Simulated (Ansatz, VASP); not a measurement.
One calculation of Nb3CdB, two programs

```
Nb Cd B
1.0
     4.91901    0.00000    0.00000
     0.00000    4.91901    0.00000
     0.00000    0.00000    4.91901
Nb Cd B
3 1 1
Direct
  0.00000 0.50000 0.50000
  0.50000 0.00000 0.50000
  0.50000 0.50000 0.00000
  0.50000 0.50000 0.50000
  0.00000 0.00000 0.00000
```

Alike in both runs: functional PBE; k mesh 8 × 8 × 8; occupations gaussian, width 0.1 eV; no spin polarisation.

Ansatz relaxed the structure, and its values are those at the end. VASP's run is a single point on that final structure, the one shown.

```csv
,VASP,Ansatz
version,VASP 6.6.1,Ansatz 0.2.0
potentials or method,"VASP PAW PBE potentials, release 64 (Nb_sv, Cd, B), cutoff 520 eV","scalar-relativistic, plane waves, PAW"
valence electrons in the cell,54,62
```

|  | VASP | Ansatz | Ansatz less VASP |
| --- | --- | --- | --- |
| gap on the k mesh at the Fermi level (eV) | none | none | - |
| pressure (GPa) | 0.5 | 0.0 | -0.51 |

A gap of «none» marks a metal or a gap that the smearing closes. VASP's potentials hold 54 valence electrons a cell and Ansatz's 62, so a difference there can come from the potentials and not from the codes.
